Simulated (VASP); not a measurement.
Sn:

```
Sn
1.0
    -1.89465    1.89465    1.89465
     1.89465   -1.89465    1.89465
     1.89465    1.89465   -1.89465
Sn
1
Cartesian
  0.0000 0.0000 0.0000
```

* Program: VASP 6.6.1
* Task: relaxation of cell and atoms
* Functional: revPBE
* Dispersion: D4
* Potentials or basis: VASP PAW PBE potentials, release 64 (Sn_d)
* Cutoff: 600 eV
* k mesh: 10 × 10 × 10
* Occupations: fermi-dirac, width 0.05 eV
* Spin: no spin polarisation

At the start: pressure -1.9 GPa; volume 27.20 Å³/atom.

Question: Where does the relaxation end?

Answer: Over 3 steps the energy falls by 6.8 meV/atom and the volume is 26.11 Å³/atom (-4.0 %); space group Im-3m (No. 229, to 0.05 Å).

Step by step:
| step | energy change (eV) | largest force (eV/Å) | pressure (GPa) | volume (Å³) |
| --- | --- | --- | --- | --- |
| 1 | 0.0000 | 0.0000 | -1.88 | 27.20 |
| 2 | -0.0066 | 0.0000 | 0.29 | 25.97 |
| 3 | -0.0068 | 0.0000 | 0.00 | 26.11 |

Final structure:
```
CELL_PARAMETERS angstrom
-1.86882 1.86882 1.86882
1.86882 -1.86882 1.86882
1.86882 1.86882 -1.86882
ATOMIC_POSITIONS crystal
Sn 0.00000 0.00000 0.00000
```

Caveat: the PAW data sets were made with another functional, which shifts forces and pressure a little; pairwise dispersion overbinds metals, which lowers pressure and volume.
